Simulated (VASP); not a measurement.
Runs of VASP 6.6.1 on Mn. The structure is that of space group Fm-3m (No. 225), or close to it. The cells are those of the table. This isn't the form of Mn at room conditions, which is a 58-atom cubic cell.

| cell | gap on the mesh (eV) | pressure (GPa) |
| --- | --- | --- |
| a = 2.478 Å, angles 60.0°, 1 atom | none | -0.3 |
| a = 2.510 Å, angles 60.0°, 1 atom | none | -10.3 |
| a = 2.494 Å, angles 60.0°, 1 atom | none | (a) |
| a = 2.526 Å, angles 60.0°, 1 atom | none | -14.6 |

Alike in all rows: task single point; level PBE; potentials or basis VASP PAW PBE potentials, release 64 (Mn_pv); no spin polarisation; k mesh 53 × 53 × 53; cutoff (eV) 520; smearing fermi-dirac 0.0612256 eV.

Problem. Fill in the values left out.

Solution. (a) -5.6.

Caveats: the run has no spin polarisation, though such a crystal can be magnetic; the cell stands under tension (at least some runs).

A gap of «none» marks levels without a gap at the run's occupations.
